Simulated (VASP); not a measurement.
# MgH2 (Fm-3m) in VASP: a series of runs, part 2 of 2

VASP 6.6.1. The steps go on from the part before.

**4. Single point, PBEsol**

This run uses another cell than the first one, of 7.04 Å³/atom, 0.782 times its volume.

The input, INCAR:

```
SYSTEM = MgH2
ALGO = Normal
EDIFF = 1E-6
ENCUT = 520
GGA = PS
ISIF = 2
ISMEAR = -1
LASPH = .True.
LCHARG = .False.
LREAL = .False.
LWAVE = .False.
NBANDS = 9
NELM = 100
PREC = Accurate
SIGMA = 0.05
```

The input, KPOINTS:

```
k-points
0
Gamma
  10 10 10
  0 0 0
```

The input, POSCAR:

```
MgH2
1.0
    0.0000000000      2.1936559906      2.1936559906
    2.1936559906      0.0000000000      2.1936559906
    2.1936559906      2.1936559906      0.0000000000
Mg H
1 2
Direct
    0.0000000000      0.0000000000      0.0000000000
    0.2500000000      0.2500000000      0.2500000000
    0.7500000000      0.7500000000      0.7500000000
```

Potentials or basis: VASP PAW PBE potentials, release 64 (Mg, H).

On the command line:

```console
$ cat potpaw_PBE.64/Mg/POTCAR potpaw_PBE.64/H/POTCAR > POTCAR
$ mpirun -np 1 vasp_std > vasp.out
```

OUTCAR:

```text
SYSTEM = MgH2
   EDIFF = 1E-6
   ENCUT = 520
   GGA = PS
   ISIF = 2
   ISMEAR = -1
   LASPH = .True.
   LREAL = .False.
   NELM = 100
   PREC = Accurate

 ion  position               nearest neighbor table
   1  0.000  0.000  0.000-   3 1.90   3 1.90   3 1.90   2 1.90   3 1.90   2 1.90   2 1.90   2 1.90

   2  0.250  0.250  0.250-   1 1.90   1 1.90   1 1.90   1 1.90
   3  0.750  0.750  0.750-   1 1.90   1 1.90   1 1.90   1 1.90

  LATTYP: Found a face centered cubic cell.
 ALAT       =     4.3873119812

  Lattice vectors:

 A1 = (   0.0000000000,   2.1936559906,   2.1936559906)
 A2 = (   2.1936559906,   0.0000000000,   2.1936559906)
 A3 = (   2.1936559906,   2.1936559906,   0.0000000000)

Analysis of symmetry for initial positions (statically):
=====================================================================
 Subroutine PRICEL returns:
 Original cell was already a primitive cell.

 Routine SETGRP: Setting up the symmetry group for a
 face centered cubic supercell.

 Subroutine GETGRP returns: Found 48 space group operations
 (whereof 48 operations were pure point group operations)
 out of a pool of 48 trial point group operations.

The static configuration has the point symmetry O_h .
[... 173 lines left out ...]
      3      14.6698      0.00000
      4      14.6698      0.00000
      5      14.6698      0.00000
      6      18.6594      0.00000
      7      18.6594      0.00000
      8      18.6594      0.00000
      9      19.3486      0.00000
[... 265 lines left out ...]
 k-point    24 :       0.4000    0.3000    0.0000
  band No.  band energies     occupation
      1      -3.7951      2.00000
      2       2.0360      2.00000
      3       6.8629      0.00000
      4      10.2257      0.00000
      5      10.5075      0.00000
      6      15.6847      0.00000
      7      22.4565      0.00000
      8      23.9221      0.00000
      9      24.7100      0.00000

 [... further k-points ...]

------------------------ aborting loop because EDIFF is reached ----------------------------------------

  FORCE on cell =-STRESS in cart. coord.  units (eV):
  Direction    XX          YY          ZZ          XY          YZ          ZX
  --------------------------------------------------------------------------------------
  -------------------------------------------------------------------------------------
  Total        2.6073010      2.6073010      2.6073010     -0.0000000     -0.0000000     -0.0000000
  in kB      197.8637258    197.8637258    197.8637258     -0.0000000     -0.0000000     -0.0000000
  external PRESSURE =     197.8637258 kB  Pullay stress =       0.0000000 kB

 VOLUME and BASIS-vectors are now :
 -----------------------------------------------------------------------------
  energy-cutoff  :      520.00
  volume of cell :       21.11
      direct lattice vectors                 reciprocal lattice vectors
     0.000000000  2.193655991  2.193655991    -0.227929995  0.227929995  0.227929995
     2.193655991  0.000000000  2.193655991     0.227929995 -0.227929995  0.227929995
     2.193655991  2.193655991  0.000000000     0.227929995  0.227929995 -0.227929995

 POSITION                                       TOTAL-FORCE (eV/Angst)
 -----------------------------------------------------------------------------------
      0.00000      0.00000      0.00000         0.000000     -0.000000     -0.000000
      1.09683      1.09683      1.09683        -0.000000     -0.000000     -0.000000
      3.29048      3.29048      3.29048         0.000000      0.000000      0.000000
 -----------------------------------------------------------------------------------
    total drift:                                0.000000      0.000000      0.000000

  FREE ENERGIE OF THE ION-ELECTRON SYSTEM (eV)
  ---------------------------------------------------
  free  energy   TOTEN  =        -8.3236183779 eV

  energy  without entropy=       -8.3196158184  energy(sigma->0) =       -8.32161710
```

Wall time 6.8 s (1 thread of Intel Xeon 6975P-C, shared host); peak memory 0.14 GiB.

Results:

```
Free energy            : -8.3236 eV
Pressure               : 19.8 GPa
Band gap on the k mesh : zero (band 2 reaches 6.07 eV, above the bottom of band 3 at 3.73 eV)
```

Caveat: the PAW data sets were made with another functional, which shifts forces and pressure a little.

**5. Single point, PBEsol**

This run uses another cell than the first one, of 7.72 Å³/atom, 0.858 times its volume.

The input, INCAR:

```
SYSTEM = MgH2
PREC = Accurate
ENCUT = 520
EDIFF = 1E-6
ISMEAR = -1
SIGMA = 0.05
LREAL = .FALSE.
LASPH = .TRUE.
NELM = 100
ALGO = Normal
ISIF = 2
LWAVE = .FALSE.
LCHARG = .FALSE.
GGA = PS
NBANDS = 9
```

The input, KPOINTS:

```
regular mesh
0
G
  10 10 10
  0 0 0
```

The input, POSCAR:

```
MgH2
1.0
    0.0000000000      2.2628484054      2.2628484054
    2.2628484054      0.0000000000      2.2628484054
    2.2628484054      2.2628484054      0.0000000000
Mg H
1 2
Direct
    0.0000000000      0.0000000000      0.0000000000
    0.2500000000      0.2500000000      0.2500000000
    0.7500000000      0.7500000000      0.7500000000
```

On the command line:

```console
$ cat potpaw_PBE.64/Mg/POTCAR potpaw_PBE.64/H/POTCAR > POTCAR
$ mpirun -np 1 vasp_std > vasp.out
```

Run time: 7.3 s. Hardware: 1 thread of Intel Xeon 6975P-C, shared host; peak memory 0.14 GiB.

The run converged. Its results:

* Free energy: -8.5111 eV
* Pressure: 9.7 GPa
* Band gap on the k mesh: zero (band 2 reaches 5.24 eV, above the bottom of band 3 at 3.21 eV)

Levels at points of the mesh, in eV from the Fermi level:
```csv
k point,band 1,band 2,band 3,band 4,band 5,band 6,band 7
"(0.00, 0.00, 0.00)",-10.94,1.49,9.92,9.92,9.92,13.32,13.32
"(0.50, 0.00, 0.00)",-6.14,-6.13,7.34,8.72,9.50,9.50,10.23
"(0.50, 0.50, 0.00)",-6.14,-2.39,-0.54,5.14,5.14,8.93,19.09
```

Caveat: the PAW data sets were made with another functional, which shifts forces and pressure a little.

**6. The runs side by side**

```csv
level,cell,gap on the mesh (eV),pressure (GPa)
PBE,"a = 3.367 Å, angles 60.0°, 3 atoms",none,-0.5
PBEsol,"a = 3.028 Å, angles 60.0°, 3 atoms",none,29.9
PBEsol,"a = 3.102 Å, angles 60.0°, 3 atoms",none,19.8
PBEsol,"a = 3.200 Å, angles 60.0°, 3 atoms",none,9.7
```

Alike in all rows: task single point; potentials or basis VASP PAW PBE potentials, release 64 (Mg, H); no spin polarisation; k mesh 10 × 10 × 10; cutoff (eV) 520; smearing fermi-dirac 0.05 eV.

Caveats: the PAW data sets were made with another functional, which shifts forces and pressure a little (some runs).

Total energies depend on the potentials used, so only differences within one code and one set of settings carry meaning.
